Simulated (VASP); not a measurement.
Pt: single point with LDA

Crystal: Pt.

```
Pt
1.0
     0.00000    2.13614    1.56857
     2.13614    0.00000    1.56857
     2.13614    2.13614    0.00000
Pt
1
Direct
  0.00000 0.00000 0.00000
```

```
Program             : VASP 6.6.1
Task                : single point
Functional          : LDA
Potentials or basis : VASP PAW LDA potentials, release 64 (Pt)
Cutoff              : 520 eV
k mesh              : 22 × 22 × 22
Occupations         : gaussian, width 0.15 eV
Spin                : no spin polarisation
```

The pressure is 14.5 GPa and the band gap on the k mesh is zero (bands 5 and 6 overlap by 2.59 eV).

Stress tensor (GPa, compression positive):
```
12.97  0.00  0.00
 0.00 12.97  0.00
 0.00  0.00 17.55
```

Levels at points of the mesh, in eV from the Fermi level:
```
           k point  band 2  band 3  band 4  band 5  band 6  band 7  band 8  band 9
(0.00, 0.00, 0.00)   -4.17   -4.17   -3.80   -1.39   -0.92   16.52   17.28   17.28
(0.50, 0.00, 0.00)   -5.59   -1.56   -0.72   -0.11    1.26    7.10   13.36   16.96
(0.50, 0.50, 0.00)   -7.09    0.59    0.71    0.71    7.11    8.28    8.28   14.20
(0.50, 0.00, 0.50)   -5.98   -1.01   -0.58    0.15    1.35    7.46   12.99   16.02
```

Wall time 77 s on 1 thread of Intel Xeon 8259CL (shared host), peak memory 0.24 GiB.

Caveat: the cell stands under pressure; spin-orbit coupling is left out, which moves the levels of the heavy elements.
